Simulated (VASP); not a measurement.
Wanted: the native input for a VASP 6.6.1 run.

| Property | Result |
| --- | --- |
| Task | single point |
| Functional | BLYP |
| Dispersion | D3(BJ) |
| Potentials or basis | VASP PAW PBE potentials, release 64 (Ag) |
| Cutoff | 520 eV |
| k mesh | 11 × 11 × 11 |
| Occupations | fermi-dirac, width 0.05 eV |
| Spin | no spin polarisation |
| Dipole correction | no |
| Further INCAR settings | ALGO = Normal; EDIFF = 1e-06; NBANDS = 12 |

The structure of Ag lies in POSCAR:

```
Ag
1.0
    0.0000000000      2.0010495236      2.0010495236
    2.0010495236      0.0000000000      2.0010495236
    2.0010495236      2.0010495236      0.0000000000
Ag
1
Direct
    0.0000000000      0.0000000000      0.0000000000
```

One way to write it, as run:

INCAR

```
SYSTEM = Ag
PREC = Accurate
ENCUT = 520
EDIFF = 1E-6
ISMEAR = -1
SIGMA = 0.05
LREAL = .FALSE.
LASPH = .TRUE.
NELM = 100
ALGO = Normal
ISIF = 2
LWAVE = .FALSE.
LCHARG = .FALSE.
GGA = B5
ALDAX = 1.0
AGGAX = 1.0
AGGAC = 1.0
ALDAC = 0.0
IVDW = 12
VDW_S6 = 1.0
VDW_S8 = 2.6996
VDW_A1 = 0.4298
VDW_A2 = 4.2359
NBANDS = 12
```

KPOINTS

```
Automatic mesh
0
G
  11 11 11
  0 0 0
```

Potentials or basis: VASP PAW PBE potentials, release 64 (Ag).

Run with:

```sh
$ cat potpaw_PBE.64/Ag/POTCAR > POTCAR
$ mpirun -np 1 vasp_std > vasp.out
```

Results of the run:

```json
{
 "Pressure": "6.8 GPa",
 "Dispersion energy per atom": "-1.433 eV"
}
```

Caveat: the PAW data sets were made with another functional, which shifts forces and pressure a little; pairwise dispersion overbinds metals, which lowers pressure and volume.

It took 14 s on 1 thread of AMD EPYC 7R13 Processor (Zen 3) (shared host), peak memory 0.12 GiB.
